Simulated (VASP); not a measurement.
## MgF2 (Sellaite): single point with PBE

MgF2 (Sellaite):

```
Mg F
1.0
     4.62202    0.00000    0.00000
     0.00000    4.62202    0.00000
     0.00000    0.00000    3.04611
Mg F
2 4
Direct
  0.00000 0.00000 0.00000
  0.50000 0.50000 0.50000
  0.30295 0.30295 0.00000
  0.19705 0.80295 0.50000
  0.69705 0.69705 0.00000
  0.80295 0.19705 0.50000
```

```yaml
Program: VASP 6.6.1
Task: single point
Functional: PBE
Potentials_or_basis: VASP PAW PBE potentials, release 64 (Mg, F)
Cutoff: 600 eV
k_mesh: 4 × 4 × 6
Occupations: gaussian, width 0.01 eV
Spin: no spin polarisation
```

```json
{"Pressure": "3.9 GPa", "Largest force": "0.026 eV/Å", "Band gap on the k mesh": "7.12 eV, direct"}
```

Forces on the atoms (eV/Å):
```
Mg   0.000  0.000  0.000
Mg   0.000  0.000  0.000
F   -0.018 -0.018  0.000
F    0.018 -0.018  0.000
F    0.018  0.018  0.000
F   -0.018  0.018  0.000
```

Stress tensor (GPa, compression positive):
```
3.71 0.00 0.00
0.00 3.71 0.00
0.00 0.00 4.14
```

Levels at points of the mesh, in eV from the valence-band top:
| k point | band 14 | band 15 | band 16 | band 17 | band 18 | band 19 |
| --- | --- | --- | --- | --- | --- | --- |
| (0.00, 0.00, 0.00) | -0.32 | -0.32 | 0.00 | 7.12 | 12.28 | 12.28 |
| (0.50, 0.00, 0.00) | -0.98 | -0.38 | -0.38 | 9.53 | 9.53 | 13.53 |
| (0.50, 0.50, 0.00) | -0.95 | -0.78 | -0.78 | 11.24 | 11.24 | 11.32 |
| (0.00, 0.00, 0.50) | -1.15 | -0.86 | -0.86 | 11.88 | 11.88 | 14.99 |
| (0.50, 0.00, 0.50) | -0.74 | -0.67 | -0.67 | 12.78 | 12.78 | 13.50 |
| (0.50, 0.50, 0.50) | -0.61 | -0.48 | -0.48 | 13.33 | 13.33 | 13.35 |

Wall time 23 s on 1 thread of Intel(R) Xeon(R) Platinum 8375C CPU @ 2.90GHz (Ice Lake), on a shared host, peak memory 0.2 GiB.

Expect the measured gap to be larger: semilocal functionals such as PBE lack the derivative discontinuity.
